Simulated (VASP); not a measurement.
# Hf3C2 (C2/m) in VASP: a series of runs

Runs on Hf3C2. Level: PBE. Tasks: single point, relaxation of cell and atoms.

Everything below comes from runs of VASP 6.6.1. Logs are shortened: lines on timing, memory, paths and dates and some standing lists are left out, and cuts for length are marked.

**1. The cell of the first run**

Symmetry: C2/m, No. 12, monoclinic system. Conventional cell: a = 5.698 Å, b = 9.838 Å, c = 5.703 Å, α = 90.00°, β = 109.78°, γ = 90.00°. Hf (site symmetry m) has 4 C at 2.27 to 2.36 Å within 3.0 Å. Hf (site symmetry 1) has 4 C at 2.25 to 2.34 Å within 3.0 Å. Within 3.0 Å of C (site symmetry 2/m) lie 6 Hf at 2.30 to 2.31 Å. C (site symmetry 2) has 6 Hf at 2.25 to 2.34 Å within 3.0 Å. Within 3.0 Å of C (site symmetry 2/m) lie 6 Hf at 2.25 to 2.36 Å.

**2. Single point, PBE**

The input, INCAR:

```
PREC = Accurate
ENCUT = 520
EDIFF = 1E-7
ISMEAR = 0
SIGMA = 0.2
LREAL = F
LASPH = T
NELM = 80
ALGO = Normal
ISIF = 2
LWAVE = F
LCHARG = F
GGA = PE
NBANDS = 49
```

The input, KPOINTS:

```
regular mesh
0
Gamma
  4 4 3
```

The input, POSCAR:

```
Hf3C2
1.0
    2.8489584323     -4.9191504019     -0.0065725152
    2.8489584323      4.9191504019     -0.0065725152
   -1.9177241669      0.0000000000      5.3712331019
Hf C
6 4
Direct
    0.2625870696      0.2625870696      0.2556986099
    0.7374129304      0.7374129304      0.7443013901
    0.0915238267      0.4136764830      0.7356957204
    0.9084761733      0.5863235170      0.2643042796
    0.4136764830      0.0915238267      0.7356957204
    0.5863235170      0.9084761733      0.2643042796
    0.5000000000      0.5000000000      0.0000000000
    0.3338890758      0.6661109242      0.5000000000
    0.6661109242      0.3338890758      0.5000000000
    0.0000000000      0.0000000000      0.5000000000
```

Potentials or basis: VASP PAW PBE potentials, release 64 (Hf_pv, C).

Command:

```sh
> cat potpaw_PBE.64/Hf_pv/POTCAR potpaw_PBE.64/C/POTCAR > POTCAR
> mpirun -np 1 vasp_std > vasp.out
```

OUTCAR:

```text
PREC = Accurate
   ENCUT = 520
   EDIFF = 1E-7
   ISMEAR = 0
   LREAL = F
   LASPH = T
   NELM = 80
   ISIF = 2
   GGA = PE

 ion  position               nearest neighbor table
   1  0.263  0.263  0.256-   8 2.27   9 2.27   7 2.30  10 2.36   2 3.16   6 3.17   4 3.17   3 3.18
                             5 3.18   4 3.34   6 3.34   3 3.35   5 3.35   4 3.35   6 3.35   2 3.40
   2  0.737  0.737  0.744-   8 2.27   9 2.27   7 2.30  10 2.36   1 3.16   5 3.17   3 3.17   4 3.18
                             6 3.18   5 3.34   3 3.34   6 3.35   4 3.35   3 3.35   5 3.35   1 3.40
   3  0.092  0.414  0.736-   8 2.25  10 2.25   7 2.31   9 2.34   5 3.17   2 3.17   1 3.18   4 3.20
                             6 3.21   2 3.34   5 3.34   5 3.34   1 3.35   2 3.35   6 3.36   4 3.49
   4  0.908  0.586  0.264-   9 2.25  10 2.25   7 2.31   8 2.34   6 3.17   1 3.17   2 3.18   3 3.20
                             5 3.21   1 3.34   6 3.34   6 3.34   2 3.35   1 3.35   5 3.36   3 3.49
   5  0.414  0.092  0.736-   9 2.25  10 2.25   7 2.31   8 2.34   3 3.17   2 3.17   1 3.18   6 3.20
                             4 3.21   2 3.34   3 3.34   3 3.34   1 3.35   2 3.35   4 3.36   6 3.49
   6  0.586  0.908  0.264-   8 2.25  10 2.25   7 2.31   9 2.34   4 3.17   1 3.17   2 3.18   5 3.20
                             3 3.21   1 3.34   4 3.34   4 3.34   2 3.35   1 3.35   3 3.36   5 3.49
   7  0.500  0.500  0.000-   1 2.30   2 2.30   3 2.31   4 2.31   5 2.31   6 2.31
   8  0.334  0.666  0.500-   3 2.25   6 2.25   1 2.27   2 2.27   5 2.34   4 2.34
   9  0.666  0.334  0.500-   4 2.25   5 2.25   1 2.27   2 2.27   3 2.34   6 2.34
  10  0.000  0.000  0.500-   3 2.25   4 2.25   5 2.25   6 2.25   1 2.36   2 2.36

  LATTYP: Found a base centered monoclinic cell.
 ALAT       =     5.6979320273
 B/A-ratio  =     1.7266441152
 C/A-ratio  =     1.0009448628
 COS(beta)  =    -0.3384189962

  Lattice vectors:

 A1 = (   2.8489584323,  -4.9191504019,  -0.0065725152)
 A2 = (   2.8489584323,   4.9191504019,  -0.0065725152)
 A3 = (  -1.9177241669,   0.0000000000,   5.3712331019)

Analysis of symmetry for initial positions (statically):
=====================================================================
 Subroutine PRICEL returns:
 Original cell was already a primitive cell.

 Routine SETGRP: Setting up the symmetry group for a
 base centered monoclinic supercell.

 Subroutine GETGRP returns: Found  4 space group operations
 (whereof  4 operations were pure point group operations)
 out of a pool of  4 trial point group operations.

The static configuration has the point symmetry C_2h.

Analysis of symmetry for dynamics (positions and initial velocities):
=====================================================================
 Subroutine PRICEL returns:
 Original cell was already a primitive cell.

 Routine SETGRP: Setting up the symmetry group for a
 base centered monoclinic supercell.

 Subroutine GETGRP returns: Found  4 space group operations
 (whereof  4 operations were pure point group operations)
 out of a pool of  4 trial point group operations.

The dynamic configuration has the point symmetry C_2h.

 Subroutine INISYM returns: Found  4 space group operations
 (whereof  4 operations are pure point group operations),
 and found     1 'primitive' translations

----------------------------------------------------------------------------------------

                                     Primitive cell

  volume of cell :     150.4258

  direct lattice vectors                    reciprocal lattice vectors
     2.848958432 -4.919150402 -0.006572515     0.175647413 -0.101643568  0.062712469
     2.848958432  4.919150402 -0.006572515     0.175647413  0.101643568  0.062712469
    -1.917724167  0.000000000  5.371233102     0.000429862  0.000000000  0.186330464

  length of vectors
     5.684597437  5.684597437  5.703315791     0.212405938  0.212405938  0.186330960

  position of ions in fractional coordinates (direct lattice)
     0.262587070  0.262587070  0.255698610
     0.737412930  0.737412930  0.744301390
     0.091523827  0.413676483  0.735695720
     0.908476173  0.586323517  0.264304280
     0.413676483  0.091523827  0.735695720
     0.586323517  0.908476173  0.264304280
     0.500000000  0.500000000  0.000000000
     0.333889076  0.666110924  0.500000000
     0.666110924  0.333889076  0.500000000
     0.000000000  0.000000000  0.500000000

  ion indices of the primitive-cell ions
   primitive index   ion index
                 1           1
                 2           2
                 3           3
                 4           4
                 5           5
                 6           6
                 7           7
                 8           8
                 9           9
                10          10

----------------------------------------------------------------------------------------

 KPOINTS: regular mesh

Automatic generation of k-mesh.
 Grid dimensions read from file:
 generate k-points for:    4    4    3

 Generating k-lattice:

  Cartesian coordinates                     Fractional coordinates (reciprocal lattice)
     0.043911853 -0.025410892  0.015678117     0.250000000 -0.000000000  0.000000000
     0.043911853  0.025410892  0.015678117    -0.000000000  0.250000000  0.000000000
     0.000143287  0.000000000  0.062110155     0.000000000  0.000000000  0.333333333

  Length of vectors
     0.053101484  0.053101484  0.062110320

  Shift w.r.t. Gamma in fractional coordinates (k-lattice)
     0.000000000  0.000000000  0.000000000

 Subroutine IBZKPT returns following result:
 ===========================================

 Found     17 irreducible k-points:

 Following reciprocal coordinates:
            Coordinates               Weight
  0.000000  0.000000  0.000000      1.000000
  0.250000 -0.000000 -0.000000      4.000000
  0.500000 -0.000000 -0.000000      2.000000
  0.250000  0.250000 -0.000000      2.000000
  0.500000  0.250000  0.000000      4.000000
 -0.250000  0.250000  0.000000      2.000000
[... 9 lines left out ...]
 -0.250000  0.500000  0.333333      4.000000
 -0.250000 -0.250000  0.333333      2.000000
   k-points           NKPTS =     17   k-points in BZ     NKDIM =     17   number of bands    NBANDS=     49
   number of dos      NEDOS =    301   number of ions     NIONS =     10
   total plane-waves  NPLWV =  74088
   dimension x,y,z NGX =    42 NGY =   42 NGZ =   42
   dimension x,y,z NGXF=    84 NGYF=   84 NGZF=   84
   ions per type =               6   4
   NGX,Y,Z   is equivalent  to a cutoff of  12.28, 12.28, 12.24 a.u.
   NGXF,Y,Z  is equivalent  to a cutoff of  24.57, 24.57, 24.49 a.u.
 SYSTEM =  unknown system
   PREC   = accura    normal or accurate (medium, high low for compatibility)
   ISTART =      0    job   : 0-new  1-cont  2-samecut
   ICHARG =      2    charge: 1-file 2-atom 10-const
   ISPIN  =      1    spin polarized calculation?
   LNONCOLLINEAR =      F non collinear calculations
   LSORBIT =      F    spin-orbit coupling
   LASPH  =      T    aspherical Exc in radial PAW
   ENCUT  =  520.0 eV  38.22 Ry    6.18 a.u.  10.57 10.57 10.60*2*pi/ulx,y,z
   NELM   =     80;   NELMIN=  2; NELMDL= -5     # of ELM steps
   EDIFF  = 0.1E-06   stopping-criterion for ELM
   LREAL  =      F    real-space projection
   EDIFFG = 0.1E-05   stopping-criterion for IOM
   NSW    =      0    number of steps for IOM
   IBRION =     -1    ionic relax: 0-MD 1-quasi-New 2-CG
   NFREE  =      0    steps in history (QN), initial steepest desc. (CG)
   ISIF   =      2    stress and relaxation
   ISYM   =      2    0-nonsym 1-usesym 2-fastsym
   POTIM  = 0.5000    time-step for ionic-motion
   TEBEG  =    0.0;   TEEND  =   0.0 temperature during run
   PSTRESS=    0.0 pullay stress
   NELECT =      76.0000    total number of electrons
   NUPDOWN=      -1.0000    fix difference up-down
   EMIN   =  10.00;   EMAX   =-10.00  energy-range for DOS
   EFERMI =   0.00;   METHOD = LEGACY
   ISMEAR =     0;   SIGMA  =   0.20  broadening in eV -4-tet -1-fermi 0-gaus
   EFERMI_NEDOS =   21; number of points for ismear=-14 and -15
   IALGO  =     38    algorithm
   IMIX   =      4    mixing-type and parameters
     AMIX     =   0.40;   BMIX     =  1.00
     AMIX_MAG =   1.60;   BMIX_MAG =  1.00
  volume/ion in A,a.u.               =      15.04       101.51
  Fermi-wavevector in a.u.,A,eV,Ry     =   1.303883  2.463981 23.131408  1.700111
  Thomas-Fermi vector in A             =   2.434855
   LORBIT       =      0    0 simple, 1 ext, 2 COOP (PROOUT), +10 PAW based schemes
   GGA     = PE    functional components
   LHFCALC =     F    Hartree Fock is set to
   AEXX    =    0.0000 exact exchange contribution
   IVDW    =     0    specifies the selected vdW correction
   LEPSILON=     F    determine dielectric tensor
   LRPA    =     F    only Hartree local field effects (RPA)
 non-spin polarized calculation
 Gauss-broadening in eV      SIGMA  =   0.20
  energy-cutoff  :      520.00
  volume of cell :      150.43
 maximum number of plane-waves:      4065
   NGX = 21   NGY = 21   NGZ = 21

 number of electron      76.0000000 magnetization

 Free energy of the ion-electron system (eV)
  ---------------------------------------------------
  ext. energy  EPLUGINS =         0.00000000
  ---------------------------------------------------
  free energy    TOTEN  =      -104.83095748 eV

  energy without entropy =     -104.76814007  energy(sigma->0) =     -104.79954878

 E-fermi :   5.3432     XC(G=0): -11.7520

 val. band max:        5.3368676413   @ k =   0.5000   0.2500   0.0000
 cond. band min:       5.3887061149   @ k =   0.2500  -0.0000   0.3333
 fundamental gap:      0.0518384735
 Fermi energy:         5.3431874281

 k-point     1 :       0.0000    0.0000    0.0000
  band No.  band energies     occupation
      1     -25.1499      2.00000
      2     -25.0276      2.00000
      3     -24.9711      2.00000
      4     -24.9531      2.00000
      5     -24.9508      2.00000
      6     -24.9043      2.00000
[... 41 lines left out ...]
     48       8.8356      0.00000
     49       9.6290      0.00000
[... 830 lines left out ...]
     48       9.6419      0.00000
     49       9.8387      0.00000

------------------------ aborting loop because EDIFF is reached ----------------------------------------

  FORCE on cell =-STRESS in cart. coord.  units (eV):
  Direction    XX          YY          ZZ          XY          YZ          ZX
  --------------------------------------------------------------------------------------
  -------------------------------------------------------------------------------------
  Total       -0.5463522     -0.5768251     -0.6638028      0.0000000      0.0000000      0.0124651
  in kB       -5.8191684     -6.1437335     -7.0701289      0.0000000      0.0000000      0.1327648
  external PRESSURE =      -6.3443436 kB  Pullay stress =       0.0000000 kB

 VOLUME and BASIS-vectors are now :
 -----------------------------------------------------------------------------
  energy-cutoff  :      520.00
  volume of cell :      150.43
      direct lattice vectors                 reciprocal lattice vectors
     2.848958432 -4.919150402 -0.006572515     0.175647413 -0.101643568  0.062712469
     2.848958432  4.919150402 -0.006572515     0.175647413  0.101643568  0.062712469
    -1.917724167  0.000000000  5.371233102     0.000429862  0.000000000  0.186330464

 POSITION                                       TOTAL-FORCE (eV/Angst)
 -----------------------------------------------------------------------------------
      1.00584      0.00000      1.36997         0.025404     -0.000000      0.056969
      2.77435      0.00000      3.98812        -0.025404     -0.000000     -0.056969
      0.02843      1.58472      3.94827         0.015359     -0.025030     -0.052298
      3.75176     -1.58472      1.40982        -0.015359      0.025030      0.052298
      0.02843     -1.58472      3.94827         0.015359      0.025030     -0.052298
      3.75176      1.58472      1.40982        -0.015359     -0.025030      0.052298
      2.84896      0.00000     -0.00657         0.000000     -0.000000      0.000000
      1.89010      1.63425      2.67904        -0.000000      0.009110      0.000000
      1.89010     -1.63425      2.67904        -0.000000     -0.009110      0.000000
     -0.95886      0.00000      2.68562         0.000000     -0.000000      0.000000
 -----------------------------------------------------------------------------------
    total drift:                                0.000000     -0.000000     -0.000000

  FREE ENERGIE OF THE ION-ELECTRON SYSTEM (eV)
  ---------------------------------------------------
  free  energy   TOTEN  =      -104.8309574830 eV

  energy  without entropy=     -104.7681400744  energy(sigma->0) =     -104.79954878
```

Wall time 93 s (1 thread of Intel Xeon 6975P-C (Granite Rapids), shared host); peak memory 0.29 GiB.

What came out:

- Free energy: -104.8310 eV
- Pressure: -0.6 GPa
- Largest force: 0.062 eV/Å
- Band gap on the k mesh: zero (bands 38 and 39 overlap by 1.20 eV)

Forces in eV/Å, atoms in the order of the input:
```
Hf   0.025  0.000  0.057
Hf  -0.025  0.000 -0.057
Hf   0.015 -0.025 -0.052
Hf  -0.015  0.025  0.052
Hf   0.015  0.025 -0.052
Hf  -0.015 -0.025  0.052
C    0.000  0.000  0.000
C    0.000  0.009  0.000
C    0.000 -0.009  0.000
C    0.000  0.000  0.000
```

Caveat: the k points lie up to 0.39 Å⁻¹ apart, too coarse for converged energies and pressures of a metal; spin-orbit coupling is left out, which moves the levels of the heavy elements.

(Continued in part 2 of 2.)
